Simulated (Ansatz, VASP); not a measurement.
**TiH6 in VASP and in Ansatz**

Contents of INCAR:

```
SYSTEM = TiH6
PREC     = Accurate       ! precision mode
ENCUT    = 500            ! plane-wave cutoff, eV
EDIFF    = 1E-6           ! SCF threshold, eV
ISMEAR   = 0              ! smearing method
SIGMA    = 0.1            ! smearing width, eV
LREAL    = .False.        ! projectors in reciprocal space
LASPH    = .True.         ! aspherical terms in the spheres
NELM     = 200            ! most SCF steps
ALGO     = Normal         ! electronic algorithm
ISIF     = 2              ! what is computed and relaxed
LWAVE    = .False.        ! write WAVECAR
LCHARG   = .False.        ! write CHGCAR
ISPIN    = 2              ! spin polarisation
MAGMOM   = 1 0 0 0 0 0 0  ! initial moments
LORBIT   = 11             ! projections on sites
LMAXMIX  = 4              ! l up to which the mixer works
GGA      = PE             ! functional
NBANDS   = 22             ! bands
GGA_COMPAT= .False.
```

Contents of KPOINTS:

```
regular mesh
0
Gamma
  6 6 6
  0 0 0
```

File POSCAR:

```
TiH6
1.0
    3.8032945581      0.0000000000      0.0000000000
   -1.9016472790      3.2937497054      0.0000000000
    0.0000000000      0.0000000000      2.6935094080
Ti H
1 6
Direct
    0.0000000000      0.0000000000      0.5000000000
    0.5000000000      0.0000000000      0.5000000000
    0.0000000000      0.5000000000      0.5000000000
    0.5000000000      0.5000000000      0.5000000000
    0.5000000000      0.0000000000      0.0000000000
    0.0000000000      0.5000000000      0.0000000000
    0.5000000000      0.5000000000      0.0000000000
```

Input for Ansatz:

```yaml
crystal:
  lattice:
    - [3.8032945581, 0.0, 0.0]
    - [-1.901647279, 3.2937497054, 0.0]
    - [0.0, 0.0, 2.693509408]
  atoms:
    - { symbol: Ti, position: [0.0, 0.0, 0.5], spin: 1.0 }
    - { symbol: H, position: [0.5, 0.0, 0.5] }
    - { symbol: H, position: [0.0, 0.5, 0.5] }
    - { symbol: H, position: [0.5, 0.5, 0.5] }
    - { symbol: H, position: [0.5, 0.0, 0.0] }
    - { symbol: H, position: [0.0, 0.5, 0.0] }
    - { symbol: H, position: [0.5, 0.5, 0.0] }
basis:
  ecutwfc: 420
kpoints:
  mp_grid: { grid: [6, 6, 6] }
hamiltonian:
  xc: pbe
scf:
  occupations: { method: gaussian, width: 0.1 }
  lower_state_search: "off"
output:
  forces: true
  stress: true
  eigenvalues: true
  populations: true
magnetization:
  spin_polarized: true
```

Alike in both runs: task single point; functional PBE; k mesh 6 × 6 × 6; occupations gaussian, width 0.1 eV; collinear spin.

|  | VASP | Ansatz |
| --- | --- | --- |
| version | VASP 6.6.1 | Ansatz 0.2.0 |
| potentials or method | VASP PAW PBE potentials, release 64 (Ti_sv, H), cutoff 500 eV | scalar-relativistic, plane waves, PAW |
| valence electrons in the cell | 18 | 18 |

|  | VASP | Ansatz | Ansatz less VASP |
| --- | --- | --- | --- |
| gap on the k mesh at the Fermi level (eV) | none | none | - |
| pressure (GPa) | -0.5 | -0.1 | +0.32 |
| traceless stress, the component that is largest in VASP (GPa) | -0.23 | -0.17 | +0.060 |
| net moment per atom (μB) | 0.00 | 0.00 | 0.000 |

A gap of «none» marks a metal or a gap that the smearing closes. The functional is the same, so the differences come from potentials, cutoffs and numerics. Ansatz's warnings: seeded moment not kept.

The k mesh is coarse, so the values compare programs but aren't converged.
